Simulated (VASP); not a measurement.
# LaP (Fm-3m) in VASP: notebook

Runs on LaP. Level: LDA. Tasks: single point.

All numbers are computed with VASP 6.6.1; they aren't measurements. Logs are shortened: lines on timing, memory, paths and dates and some standing lists are left out, and cuts for length are marked.

## 1. The cell of the first run

Symmetry: Fm-3m, No. 225, cubic system. The conventional cell has a = 4.970 Å, b = 4.970 Å, c = 4.970 Å, α = 90.00°, β = 90.00°, γ = 90.00°. La (site symmetry m-3m) has 6 P at 2.49 Å within 3.3 Å. Within 3.3 Å of P (site symmetry m-3m) lie 6 La at 2.49 Å.

## 2. Single point, LDA (15.35 Å³/atom)

The input, INCAR:

```
PREC = Accurate
ENCUT = 520
EDIFF = 1E-7
ISMEAR = -1
SIGMA = 0.05
LREAL = F
LASPH = T
NELM = 60
ALGO = Normal
ISIF = 2
LWAVE = F
LCHARG = T
LELF = T
LVHAR = T
NBANDS = 15
```

The input, KPOINTS:

```
regular mesh
0
Gamma
  10 10 10
```

The input, POSCAR:

```
LaP
1.0
    0.0000000000      2.4852065184      2.4852065184
    2.4852065184      0.0000000000      2.4852065184
    2.4852065184      2.4852065184      0.0000000000
La P
1 1
Direct
    0.0000000000      0.0000000000      0.0000000000
    0.5000000000      0.5000000000      0.5000000000
```

Potentials or basis: VASP PAW LDA potentials, release 64 (La, P).

Started as:

```
$ cat potpaw_LDA.64/La/POTCAR potpaw_LDA.64/P/POTCAR > POTCAR
$ mpirun -np 1 vasp_std > vasp.out
```

OUTCAR:

```text
PREC = Accurate
   ENCUT = 520
   EDIFF = 1E-7
   ISMEAR = -1
   LREAL = F
   LASPH = T
   NELM = 60
   ISIF = 2

 ion  position               nearest neighbor table
   1  0.000  0.000  0.000-   2 2.49   2 2.49   2 2.49   2 2.49   2 2.49   2 2.49
   2  0.500  0.500  0.500-   1 2.49   1 2.49   1 2.49   1 2.49   1 2.49   1 2.49

  LATTYP: Found a face centered cubic cell.
 ALAT       =     4.9704130368

  Lattice vectors:

 A1 = (   0.0000000000,   2.4852065184,   2.4852065184)
 A2 = (   2.4852065184,   0.0000000000,   2.4852065184)
 A3 = (   2.4852065184,   2.4852065184,   0.0000000000)

Analysis of symmetry for initial positions (statically):
=====================================================================
 Subroutine PRICEL returns:
 Original cell was already a primitive cell.

 Routine SETGRP: Setting up the symmetry group for a
 face centered cubic supercell.

 Subroutine GETGRP returns: Found 48 space group operations
 (whereof 48 operations were pure point group operations)
 out of a pool of 48 trial point group operations.

The static configuration has the point symmetry O_h .

Analysis of symmetry for dynamics (positions and initial velocities):
=====================================================================
 Subroutine PRICEL returns:
 Original cell was already a primitive cell.

 Routine SETGRP: Setting up the symmetry group for a
 face centered cubic supercell.

 Subroutine GETGRP returns: Found 48 space group operations
 (whereof 48 operations were pure point group operations)
 out of a pool of 48 trial point group operations.

The dynamic configuration has the point symmetry O_h .

 Subroutine INISYM returns: Found 48 space group operations
 (whereof 48 operations are pure point group operations),
 and found     1 'primitive' translations

----------------------------------------------------------------------------------------

                                     Primitive cell

  volume of cell :      30.6985

  direct lattice vectors                    reciprocal lattice vectors
     0.000000000  2.485206518  2.485206518    -0.201190523  0.201190523  0.201190523
     2.485206518  0.000000000  2.485206518     0.201190523 -0.201190523  0.201190523
     2.485206518  2.485206518  0.000000000     0.201190523  0.201190523 -0.201190523

  length of vectors
     3.514612764  3.514612764  3.514612764     0.348472208  0.348472208  0.348472208

  position of ions in fractional coordinates (direct lattice)
     0.000000000  0.000000000  0.000000000
     0.500000000  0.500000000  0.500000000

  ion indices of the primitive-cell ions
   primitive index   ion index
                 1           1
                 2           2

----------------------------------------------------------------------------------------

 KPOINTS: regular mesh

Automatic generation of k-mesh.
 Grid dimensions read from file:
 generate k-points for:   10   10   10

 Generating k-lattice:

  Cartesian coordinates                     Fractional coordinates (reciprocal lattice)
    -0.020119052  0.020119052  0.020119052     0.100000000  0.000000000  0.000000000
     0.020119052 -0.020119052  0.020119052     0.000000000  0.100000000  0.000000000
     0.020119052  0.020119052 -0.020119052     0.000000000  0.000000000  0.100000000

  Length of vectors
     0.034847221  0.034847221  0.034847221

  Shift w.r.t. Gamma in fractional coordinates (k-lattice)
     0.000000000  0.000000000  0.000000000

 Subroutine IBZKPT returns following result:
 ===========================================

 Found     47 irreducible k-points:

 Following reciprocal coordinates:
            Coordinates               Weight
  0.000000  0.000000  0.000000      1.000000
  0.100000  0.000000  0.000000      8.000000
  0.200000  0.000000  0.000000      8.000000
  0.300000  0.000000  0.000000      8.000000
  0.400000  0.000000  0.000000      8.000000
  0.500000  0.000000  0.000000      4.000000
[... 16 lines left out ...]
  0.300000  0.300000  0.000000      6.000000
  0.400000  0.300000  0.000000     24.000000
 [... further k-points ...]
   k-points           NKPTS =     47   k-points in BZ     NKDIM =     47   number of bands    NBANDS=     15
   number of dos      NEDOS =    301   number of ions     NIONS =      2
   total plane-waves  NPLWV =  21952
   dimension x,y,z NGX =    28 NGY =   28 NGZ =   28
   dimension x,y,z NGXF=    56 NGYF=   56 NGZF=   56
   ions per type =               1   1
   NGX,Y,Z   is equivalent  to a cutoff of  13.24, 13.24, 13.24 a.u.
   NGXF,Y,Z  is equivalent  to a cutoff of  26.49, 26.49, 26.49 a.u.
 SYSTEM =  unknown system
   PREC   = accura    normal or accurate (medium, high low for compatibility)
   ISTART =      0    job   : 0-new  1-cont  2-samecut
   ICHARG =      2    charge: 1-file 2-atom 10-const
   ISPIN  =      1    spin polarized calculation?
   LNONCOLLINEAR =      F non collinear calculations
   LSORBIT =      F    spin-orbit coupling
   LASPH  =      T    aspherical Exc in radial PAW
   ENCUT  =  520.0 eV  38.22 Ry    6.18 a.u.   6.53  6.53  6.53*2*pi/ulx,y,z
   NELM   =     60;   NELMIN=  2; NELMDL= -5     # of ELM steps
   EDIFF  = 0.1E-06   stopping-criterion for ELM
   LREAL  =      F    real-space projection
   EDIFFG = 0.1E-05   stopping-criterion for IOM
   NSW    =      0    number of steps for IOM
   IBRION =     -1    ionic relax: 0-MD 1-quasi-New 2-CG
   NFREE  =      0    steps in history (QN), initial steepest desc. (CG)
   ISIF   =      2    stress and relaxation
   ISYM   =      2    0-nonsym 1-usesym 2-fastsym
   POTIM  = 0.5000    time-step for ionic-motion
   TEBEG  =    0.0;   TEEND  =   0.0 temperature during run
   PSTRESS=    0.0 pullay stress
   NELECT =      16.0000    total number of electrons
   NUPDOWN=      -1.0000    fix difference up-down
   EMIN   =  10.00;   EMAX   =-10.00  energy-range for DOS
   EFERMI =   0.00;   METHOD = LEGACY
   ISMEAR =    -1;   SIGMA  =   0.05  broadening in eV -4-tet -1-fermi 0-gaus
   EFERMI_NEDOS =   21; number of points for ismear=-14 and -15
   IALGO  =     38    algorithm
   IMIX   =      4    mixing-type and parameters
     AMIX     =   0.40;   BMIX     =  1.00
     AMIX_MAG =   1.60;   BMIX_MAG =  1.00
  volume/ion in A,a.u.               =      15.35       103.58
  Fermi-wavevector in a.u.,A,eV,Ry     =   1.317475  2.489667 23.616177  1.735740
  Thomas-Fermi vector in A             =   2.447513
   LORBIT       =      0    0 simple, 1 ext, 2 COOP (PROOUT), +10 PAW based schemes
   GGA     = CA    functional components
   LHFCALC =     F    Hartree Fock is set to
   AEXX    =    0.0000 exact exchange contribution
   IVDW    =     0    specifies the selected vdW correction
   LEPSILON=     F    determine dielectric tensor
   LRPA    =     F    only Hartree local field effects (RPA)
 non-spin polarized calculation
  energy-cutoff  :      520.00
  volume of cell :       30.70
 maximum number of plane-waves:       869
 NGX is ok and might be reduce to    28
   NGX = 13   NGY = 13   NGZ = 13

 number of electron      16.0000001 magnetization

 Free energy of the ion-electron system (eV)
  ---------------------------------------------------
  ext. energy  EPLUGINS =         0.00000000
  ---------------------------------------------------
  free energy    TOTEN  =        -9.75877316 eV

  energy without entropy =       -9.74820706  energy(sigma->0) =       -9.75349011

 E-fermi :  14.0689     XC(G=0): -12.5642

 val. band max:       14.0338641490   @ k =  -0.3000   0.4000   0.1000
 cond. band min:      14.0833037528   @ k =   0.4000   0.3000   0.1000
 fundamental gap:      0.0494396039
 Fermi energy:        14.0688936201

 k-point     1 :       0.0000    0.0000    0.0000
  band No.  band energies     occupation
      1     -17.3658      2.00000
      2      -0.1558      2.00000
      3      -0.1558      2.00000
      4      -0.1558      2.00000
      5       3.7325      2.00000
      6      13.3804      2.00000
      7      13.3804      2.00000
      8      13.3804      2.00000
      9      14.2570      0.04541
     10      14.2570      0.04541
     11      14.2570      0.04541
     12      16.0575      0.00000
     13      16.0575      0.00000
     14      16.6935      0.00000
     15      19.0270      0.00000

 k-point     2 :       0.1000    0.0000    0.0000
  band No.  band energies     occupation
      1     -17.3093      2.00000
      2      -0.8174      2.00000
      3      -0.1829      2.00000
      4      -0.1829      2.00000
      5       4.3917      2.00000
      6      12.6827      2.00000
      7      12.6827      2.00000
      8      12.7224      2.00000
      9      14.3888      0.00332
     10      14.5398      0.00016
     11      14.5398      0.00016
     12      16.7395      0.00000
     13      16.7395      0.00000
     14      17.1788      0.00000
     15      19.0317      0.00000

 k-point     3 :       0.2000    0.0000    0.0000
  band No.  band energies     occupation
      1     -17.1562      2.00000
      2      -2.0589      2.00000
      3      -0.2518      2.00000
      4      -0.2518      2.00000
      5       5.6163      2.00000
      6      11.5958      2.00000
      7      11.6009      2.00000
      8      11.6009      2.00000
      9      14.6376      0.00002
     10      15.2349      0.00000
     11      15.2349      0.00000
     12      17.6989      0.00000
     13      17.6989      0.00000
     14      18.0135      0.00000
     15      19.0440      0.00000
[... 343 lines left out ...]
 k-point    23 :       0.3000    0.3000    0.0000
  band No.  band energies     occupation
      1     -16.8293      2.00000
      2      -2.6686      2.00000
      3      -1.0334      2.00000
      4      -1.0334      2.00000
      5       4.4367      2.00000
      6      11.6683      2.00000
      7      11.8837      2.00000
      8      13.7321      1.99763
      9      13.7321      1.99763
     10      17.0461      0.00000
     11      17.6574      0.00000
     12      17.6574      0.00000
     13      18.0533      0.00000
     14      18.5385      0.00000
     15      18.8799      0.00000

 k-point    24 :       0.4000    0.3000    0.0000
  band No.  band energies     occupation
      1     -16.6970      2.00000
      2      -3.0171      2.00000
      3      -1.3139      2.00000
      4      -1.1497      2.00000
      5       4.0511      2.00000
      6      11.5356      2.00000
      7      12.8273      2.00000
      8      13.4181      2.00000
      9      13.9705      1.75480
     10      17.6111      0.00000
     11      17.8889      0.00000
     12      17.9799      0.00000
     13      18.1788      0.00000
     14      18.7096      0.00000
     15      18.8368      0.00000

 [... further k-points ...]
[... 5 lines left out ...]
  --------------------------------------------------------------------------------------
  -------------------------------------------------------------------------------------
  Total       19.6982607     19.6982607     19.6982607      0.0000000     -0.0000000      0.0000000
  in kB     1028.0660437   1028.0660437   1028.0660437      0.0000000     -0.0000000      0.0000000
  external PRESSURE =    1028.0660437 kB  Pullay stress =       0.0000000 kB

 VOLUME and BASIS-vectors are now :
 -----------------------------------------------------------------------------
  energy-cutoff  :      520.00
  volume of cell :       30.70
      direct lattice vectors                 reciprocal lattice vectors
     0.000000000  2.485206518  2.485206518    -0.201190523  0.201190523  0.201190523
     2.485206518  0.000000000  2.485206518     0.201190523 -0.201190523  0.201190523
     2.485206518  2.485206518  0.000000000     0.201190523  0.201190523 -0.201190523

 POSITION                                       TOTAL-FORCE (eV/Angst)
 -----------------------------------------------------------------------------------
      0.00000      0.00000      0.00000        -0.000000      0.000000     -0.000000
      2.48521      2.48521      2.48521         0.000000     -0.000000      0.000000
 -----------------------------------------------------------------------------------
    total drift:                               -0.000000      0.000000      0.000000

  FREE ENERGIE OF THE ION-ELECTRON SYSTEM (eV)
  ---------------------------------------------------
  free  energy   TOTEN  =        -9.7587731608 eV

  energy  without entropy=       -9.7482070583  energy(sigma->0) =       -9.75349011
```

It took 15 s on 1 thread of Intel Xeon Platinum 8488C (Sapphire Rapids), shared host; peak memory 0.16 GiB.

What came out:

```
Free energy            : -9.7588 eV
Pressure               : 102.8 GPa
Band gap on the k mesh : zero (bands 8 and 9 overlap by 1.46 eV)
```

Caveat: the cell stands under pressure; spin-orbit coupling is left out, which moves the levels of the heavy elements.

## 3. Single point, LDA

This run uses another cell than the first one, of 23.72 Å³/atom.

The input, INCAR:

```
PREC = Accurate
ENCUT = 520
EDIFF = 1E-7
ISMEAR = -1
SIGMA = 0.05
LREAL = False
LASPH = True
NELM = 100
ALGO = Normal
ISIF = 2
LWAVE = False
LCHARG = False
NBANDS = 15
```

The input, KPOINTS:

```
Automatic mesh
0
Gamma
  10 10 10
```

The input, POSCAR:

```
LaP
1.0
    0.0000000000      2.8733016976      2.8733016976
    2.8733016976      0.0000000000      2.8733016976
    2.8733016976      2.8733016976      0.0000000000
La P
1 1
Direct
    0.0000000000      0.0000000000      0.0000000000
    0.5000000000      0.5000000000      0.5000000000
```

Potentials or basis: VASP PAW LDA potentials, release 64 (La, P).

Started as:

```
$ cat potpaw_LDA.64/La/POTCAR potpaw_LDA.64/P/POTCAR > POTCAR
$ mpirun -np 1 vasp_std > vasp.out
```

It took 22 s on 1 thread of Intel Xeon Platinum 8488C (Sapphire Rapids), shared host; peak memory 0.18 GiB.

Results (log left out):

| Quantity | Value |
| --- | --- |
| Free energy | -14.5705 eV |
| Pressure | 9.7 GPa |
| Band gap on the k mesh | zero (bands 8 and 9 overlap by 0.12 eV) |

Levels at points of the mesh, in eV from the Fermi level:
| k point | band 4 | band 5 | band 6 | band 7 | band 8 | band 9 | band 10 | band 11 | band 12 | band 13 |
| --- | --- | --- | --- | --- | --- | --- | --- | --- | --- | --- |
| (0.00, 0.00, 0.00) | -14.70 | -9.44 | 0.08 | 0.08 | 0.08 | 1.64 | 1.64 | 1.64 | 2.72 | 2.72 |
| (0.50, 0.00, 0.00) | -14.78 | -7.31 | -3.44 | -2.01 | -2.01 | 2.68 | 3.08 | 3.08 | 3.49 | 3.49 |
| (0.50, 0.50, 0.00) | -15.04 | -9.14 | -0.56 | -0.52 | 0.04 | 0.04 | 3.30 | 3.34 | 3.45 | 3.45 |

Caveat: the cell stands under pressure; spin-orbit coupling is left out, which moves the levels of the heavy elements.

[end of part 1 of 2]
